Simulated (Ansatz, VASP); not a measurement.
## One calculation of Al, two programs

Contents of INCAR:

```
PREC = Accurate
ENCUT = 520
EDIFF = 1E-7
ISMEAR = 0
SIGMA = 0.15
LREAL = F
LASPH = T
NELM = 60
ALGO = Fast
ISIF = 2
LWAVE = F
LCHARG = T
GGA = PE
IVDW = 12
LELF = T
LVHAR = T
NBANDS = 18
```

The input KPOINTS:

```
regular mesh
0
Gamma
  18 18 3
```

POSCAR

```
Al
1.0
   -2.8035700760      0.0000000000      0.0000000000
   -1.4017850380     -2.4279629071      0.0000000000
   -0.7787694656     -0.8093209690     14.0252688885
Al
6
Direct
    0.6574055556      0.6388833333      0.0833500000
    0.6203685185      0.5277722222      0.4166833333
    0.5833314815      0.4166611111      0.7500166667
    0.2314796296      0.0277722222      0.9166833333
    0.3055537037      0.2499944444      0.2500166667
    0.2685166667      0.1388833333      0.5833500000
```

Input for Ansatz:

```yaml
crystal:
  lattice:
    - [-2.803570076, 0.0, 0.0]
    - [-1.401785038, -2.4279629071, 0.0]
    - [-0.7787694656, -0.809320969, 14.0252688885]
  atoms:
    - { symbol: Al, position: [0.6574055556, 0.6388833333, 0.08335] }
    - { symbol: Al, position: [0.6203685185, 0.5277722222, 0.4166833333] }
    - { symbol: Al, position: [0.5833314815, 0.4166611111, 0.7500166667] }
    - { symbol: Al, position: [0.2314796296, 0.0277722222, 0.9166833333] }
    - { symbol: Al, position: [0.3055537037, 0.2499944444, 0.2500166667] }
    - { symbol: Al, position: [0.2685166667, 0.1388833333, 0.58335] }
basis:
  ecutwfc: 420
kpoints:
  mp_grid: { grid: [18, 18, 3] }
hamiltonian:
  xc: pbe
  pseudopotentials: { kind: paw, azcp: { folder: soft_1 } }
  dispersion: d3bj
scf:
  occupations: { method: gaussian, width: 0.15 }
output:
  forces: true
  stress: true
  eigenvalues: true
```

Alike in both runs: task single point; functional PBE; dispersion D3(BJ); k mesh 18 × 18 × 3; occupations gaussian, width 0.15 eV; no spin polarisation.

```csv
,VASP,Ansatz
version,VASP 6.6.1,Ansatz 0.2.0
potentials or method,"VASP PAW PBE potentials, release 64 (Al), cutoff 520 eV","scalar-relativistic, plane waves, PAW"
valence electrons in the cell,18,18
```

|  | VASP | Ansatz | Ansatz less VASP |
| --- | --- | --- | --- |
| gap on the k mesh at the Fermi level (eV) | none | none | - |
| pressure (GPa) | 0.4 | 0.4 | 0.00 |
| traceless stress, the component that is largest in VASP (GPa) | -1.50 | -1.50 | +0.005 |
| rms of the force components (eV/Å) | 0.155 | 0.155 | +0.0001 |

Atom by atom the forces differ by 0.000 eV/Å (rms over components). A gap of «none» marks a metal or a gap that the smearing closes.
